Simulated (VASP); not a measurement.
## Ti8HO16 (a cell with a defect) (Rutile): single point with PBE

The system is Ti8HO16 (a cell with a defect) (Rutile).

```
Ti O H
1.0
     4.64328   -4.64328    0.00000
     4.64328    4.64328    0.00000
    -4.64328    0.00000    5.92776
Ti O H
8 16 1
Direct
  0.01722 0.99629 0.00409
  0.27024 0.23277 0.50377
  0.47566 0.53428 0.00861
  0.74518 0.76034 0.50720
  0.09622 0.61435 0.24263
  0.36368 0.84588 0.73221
  0.65552 0.14070 0.26225
  0.87907 0.37648 0.75184
  0.00023 0.30216 0.99913
  0.25181 0.54807 0.49707
  0.50077 0.81475 0.00251
  0.75484 0.05680 0.49679
  0.81705 0.62671 0.24950
  0.07504 0.87504 0.75165
  0.32541 0.12538 0.24901
  0.57513 0.36500 0.75472
  0.00237 0.69322 0.00093
  0.25014 0.94017 0.49975
  0.52064 0.20113 0.98521
  0.75247 0.44750 0.50223
  0.43130 0.62767 0.25517
  0.68302 0.87457 0.75059
  0.93499 0.12411 0.25088
  0.18104 0.37822 0.74899
  0.60856 0.21836 0.90961
```

- Program: VASP 6.6.1
- Task: single point
- Functional: PBE
- Potentials or basis: VASP PAW PBE potentials, release 64 (Ti_sv, O, H)
- Cutoff: 520 eV
- k mesh: 3 × 3 × 3
- Occupations: gaussian, width 0.02 eV
- Spin: no spin polarisation

```yaml
Largest_force: 0.639 eV/Å
```

Forces on the atoms (eV/Å):
```
Ti   0.015  0.032  0.041
Ti   0.050 -0.006  0.097
Ti   0.014 -0.075 -0.064
Ti  -0.092 -0.064 -0.020
Ti   0.051 -0.001  0.015
Ti  -0.029  0.018  0.011
Ti  -0.113 -0.109  0.045
Ti  -0.021  0.088  0.052
O   -0.039  0.032 -0.061
O   -0.045 -0.008 -0.093
O    0.030  0.044 -0.006
O   -0.015 -0.010 -0.008
O   -0.003  0.045 -0.042
O    0.044 -0.007 -0.045
O    0.086 -0.037 -0.023
O    0.252  0.195 -0.107
O    0.051  0.020 -0.023
O    0.015  0.000 -0.025
O   -0.023  0.074  0.011
O    0.089  0.033 -0.022
O   -0.040  0.042 -0.013
O   -0.026  0.071 -0.008
O    0.015  0.015 -0.058
O   -0.015  0.030 -0.063
H   -0.250 -0.422  0.409
```

Levels at points of the mesh, in eV from the Fermi level:
```tsv
k point	band 92	band 93	band 94	band 95	band 96	band 97	band 98	band 99	band 100	band 101
(0.00, 0.00, 0.00)	-1.35	-0.81	-0.72	-0.60	-0.10	1.89	2.20	2.39	2.51	2.53
```

Wall time 13 min on 1 thread of AMD EPYC 9R45 96-Core Processor (Zen 5), on a shared host, peak memory 0.48 GiB.

Caveat: the cell carries a net charge on a neutralising background, which shifts energy and pressure; the cell is charged against a uniform background, so pressure and absolute levels hang on convention.
